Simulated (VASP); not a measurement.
Write the native input for VASP 6.6.1 that does the following.

```yaml
Task: single point
Functional: PBE
Potentials_or_basis: VASP PAW PBE potentials, release 64 (Co, Ru_pv)
Cutoff: 520 eV
k_mesh: 6 × 6 × 2
Occupations: gaussian, width 0.1 eV
Spin: collinear spin, ferromagnetic start
Starting_moments: "[3.0, 0.0, 0.0, 0.0] μB"
Dipole_correction: no
Further_INCAR_settings: ALGO = Fast; EDIFF = 1e-07; NBANDS = 38
```

The structure of CoRu3 lies in POSCAR:

```
CoRu3
1.0
    2.6944899426     -0.0000000030      0.0000000000
   -1.3472449687      2.3334967420      0.0000000000
    0.0000000000      0.0000000000      8.3996206540
Co Ru
1 3
Direct
    0.3333333333      0.6666666667      0.5000000000
    0.3333333333      0.6666666667      0.0000000000
    0.6666666667      0.3333333333      0.2543025267
    0.6666666667      0.3333333333      0.7456974733
```

These files were run (other wordings do the same):

INCAR

```
ALGO     = Fast           # electronic algorithm
EDIFF    = 1E-7           # SCF threshold, eV
ENCUT    = 520            # plane-wave cutoff, eV
GGA      = PE             # functional
ISIF     = 2              # what is computed and relaxed
ISMEAR   = 0              # smearing method
ISPIN    = 2              # spin polarisation
LASPH    = T              # aspherical terms in the spheres
LCHARG   = F              # write CHGCAR
LMAXMIX  = 4              # l up to which the mixer works
LORBIT   = 11             # projections on sites
LREAL    = F              # projectors in reciprocal space
LWAVE    = F              # write WAVECAR
MAGMOM   = 3 0 0 0        # initial moments
NBANDS   = 38             # bands
NELM     = 150            # most SCF steps
PREC     = Accurate       # precision mode
SIGMA    = 0.1            # smearing width, eV
```

KPOINTS

```
k-points
0
Gamma
  6 6 2
```

Potentials or basis: VASP PAW PBE potentials, release 64 (Co, Ru_pv).

Run with:

```sh
$ cat potpaw_PBE.64/Co/POTCAR potpaw_PBE.64/Ru_pv/POTCAR > POTCAR
$ mpirun -np 1 vasp_std > vasp.out
```

It gave:

```yaml
Pressure: -0.2 GPa
Net_moment: 1.63 μB per cell
Site_moments: Co +1.57; Ru -0.03, +0.06 (each value once) μB
Valence_electrons_inside_the_program's_atomic_spheres: Co 8.14; Ru 12.69, 12.65 (each value once)
```

Caveat: the k points lie up to 0.45 Å⁻¹ apart.

It took 63 s on 1 thread of Intel(R) Xeon(R) Platinum 8488C (Sapphire Rapids), with other jobs on the host, peak memory 0.2 GiB.
